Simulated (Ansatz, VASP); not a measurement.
# Two plane-wave programs on SiC

Contents of INCAR:

```
ALGO = Normal
EDIFF = 1E-7
ENCUT = 520
GGA = PS
ISIF = 2
ISMEAR = 0
LASPH = T
LCHARG = F
LREAL = F
LWAVE = F
NBANDS = 11
NELM = 60
PREC = Accurate
SIGMA = 0.05
```

File KPOINTS:

```
k-points
0
Gamma
  12 12 12
```

The input POSCAR:

```
SiC
1.0
    0.0000000000      2.0552945760      2.0552945760
    2.0552945760      0.0000000000      2.0552945760
    2.1697059741      2.1697059741     -0.1144113981
Si C
1 1
Direct
    0.0000000000      0.0000000000      0.0000000000
    0.7500000000      0.7500000000      0.7500000000
```

Input for Ansatz:

```yaml
crystal:
  lattice:
    - [0.0, 2.055294576, 2.055294576]
    - [2.055294576, 0.0, 2.055294576]
    - [2.1697059741, 2.1697059741, -0.1144113981]
  atoms:
    - { symbol: Si, position: [0.0, 0.0, 0.0] }
    - { symbol: C, position: [0.75, 0.75, 0.75] }
basis:
  ecutwfc: 520.0
kpoints:
  mp_grid: { grid: [12, 12, 12] }
hamiltonian:
  xc: pbesol
  pseudopotentials: { kind: paw, azcp: { folder: soft_1 } }
scf:
  occupations: { method: gaussian, width: 0.05 }
output:
  forces: true
  stress: true
  eigenvalues: true
```

Alike in both runs: task single point; functional PBEsol; k mesh 12 × 12 × 12; occupations gaussian, width 0.05 eV; no spin polarisation.

|  | VASP | Ansatz |
| --- | --- | --- |
| version | VASP 6.6.1 | Ansatz 0.2.0 |
| potentials or method | VASP PAW PBE potentials, release 64 (Si, C), cutoff 520 eV | scalar-relativistic, plane waves, PAW |
| valence electrons in the cell | 8 | 8 |

Ansatz gave:

* gap on the k mesh at the Fermi level (eV): 0.84
* least direct gap on the mesh (eV): 3.99
* pressure (GPa): 27.4
* traceless stress, the component that is largest in VASP (GPa): -17.54
* rms of the force components (eV/Å): 0.557

What did VASP give for the same quantities?

gap on the k mesh at the Fermi level (eV): 0.82; least direct gap on the mesh (eV): 3.97; pressure (GPa): 27.8; traceless stress, the component that is largest in VASP (GPa): -17.67; rms of the force components (eV/Å): 0.562.

VASP's potentials were made for PBE, not for PBEsol, and Ansatz warns of the same on its side. Atom by atom the forces differ by 0.005 eV/Å (rms over components).
